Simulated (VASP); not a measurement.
Ni: single point with LDA

Ni:

```xyz
1
Lattice="0.0000 1.7600 1.7600 1.7600 0.0000 1.7600 1.7600 1.7600 0.0000" Properties=species:S:1:pos:R:3 pbc="T T T"
Ni    0.0000    0.0000    0.0000
```

```yaml
Program: VASP 6.6.1
Task: single point
Functional: LDA
Potentials_or_basis: VASP PAW LDA potentials, release 64 (Ni)
Cutoff: 520 eV
k_mesh: 20 × 20 × 20
Occupations: gaussian, width 0.05 eV
Spin: collinear spin, ferromagnetic start
Starting_moments: "[0.8] μB"
```

The pressure is -17.3 GPa, the net moment is 0.61 μB per cell and the site moments are Ni +0.62 μB. The valence electrons inside the program's atomic spheres are Ni 9.32.

Levels at points of the mesh, in eV from the Fermi level:
Spin up:
| k point | band 3 | band 4 | band 5 | band 6 | band 7 | band 8 |
| --- | --- | --- | --- | --- | --- | --- |
| (0.00, 0.00, 0.00) | -2.35 | -2.35 | -1.20 | -1.20 | 23.76 | 27.50 |
| (0.50, 0.00, 0.00) | -2.35 | -0.52 | -0.52 | -0.25 | 5.69 | 22.29 |
| (0.50, 0.50, 0.00) | -0.49 | -0.37 | -0.37 | 2.45 | 9.25 | 14.75 |
Spin down:
```
           k point  band 2  band 3  band 4  band 5  band 6  band 7  band 8  band 9
(0.00, 0.00, 0.00)   -1.73   -1.73   -1.73   -0.63   -0.63   23.74   27.54   27.54
(0.50, 0.00, 0.00)   -1.79   -1.79   -0.23    0.14    0.14    6.07   22.26   24.63
(0.50, 0.50, 0.00)   -3.60    0.11    0.34    0.34    2.49    9.52   14.81   14.81
```

Wall time 50 s on 1 thread of AMD EPYC 9R45 96-Core Processor (Zen 5) (shared host), peak memory 0.14 GiB.

Caveat: the cell stands under tension.
